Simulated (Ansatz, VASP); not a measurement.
## As in VASP and in Ansatz

File INCAR:

```
SYSTEM = As
  ALGO = Normal
  DIPOL = 0.5 0.5 0.758
  EDIFF = 1E-6
  ENCUT = 400
  GGA = PE
  GGA_COMPAT = .False.
  IDIPOL = 3
  ISIF = 2
  ISMEAR = 0
  IVDW = 12
  LASPH = .True.
  LCHARG = .True.
  LDIPOL = .True.
  LELF = .True.
  LREAL = .False.
  LVACPOTAV = .True.
  LVHAR = .True.
  LWAVE = .False.
  NBANDS = 12
  NELM = 120
  NELMDL = -8
  PREC = Accurate
  SIGMA = 0.04
```

File KPOINTS:

```
k-points
0
Gamma
  12 12 1
  0 0 0
```

Contents of POSCAR:

```
As
1.0
    3.5708955624      0.0000000000      0.0000000000
   -1.7854477812      3.0924862713      0.0000000000
    0.0000000000      0.0000000000     32.6154301971
As
2
Direct
    0.6666666667      0.3333333333      0.7369574664
    0.3333333333      0.6666666667      0.7799203492
```

Input for Ansatz:

```yaml
crystal:
  lattice:
    - [3.5708955624, 0.0, 0.0]
    - [-1.7854477812, 3.0924862713, 0.0]
    - [0.0, 0.0, 32.6154301971]
  atoms:
    - { symbol: As, position: [0.6666666667, 0.3333333333, 0.7369574664] }
    - { symbol: As, position: [0.3333333333, 0.6666666667, 0.7799203492] }
basis:
  ecutwfc: 420
kpoints:
  mp_grid: { grid: [12, 12, 1] }
hamiltonian:
  xc: pbe
  dispersion: d3bj
  pseudopotentials: { kind: paw, azcp: { folder: soft_1 } }
scf:
  occupations: { method: gaussian, width: 0.04 }
  n_extra_bands: 6
  max_iter: 160
output:
  forces: true
  eigenvalues: true
  write_density: true
  write_potential: true
  elf: true
  volumetric_format: npy
efield:
  axis: 3
  dipole_correction: true
```

Alike in both runs: task single point; functional PBE; dispersion D3(BJ); k mesh 12 × 12 × 1; occupations gaussian, width 0.04 eV; no spin polarisation.

```csv
,VASP,Ansatz
version,VASP 6.6.1,Ansatz 0.2.0
potentials or method,"VASP PAW PBE potentials, release 64 (As), cutoff 400 eV","scalar-relativistic, plane waves, PAW"
valence electrons in the cell,10,30
```

VASP gave:

- gap on the k mesh at the Fermi level (eV): 1.54
- least direct gap on the mesh (eV): 2.03
- rms of the force components (eV/Å): 0.029

Q: Which values does Ansatz return?

A: gap on the k mesh at the Fermi level (eV): 1.53; least direct gap on the mesh (eV): 2.04; rms of the force components (eV/Å): 0.021.

Atom by atom the forces differ by 0.050 eV/Å (rms over components). VASP's potentials hold 10 valence electrons a cell and Ansatz's 30, so a difference there can come from the potentials and not from the codes.
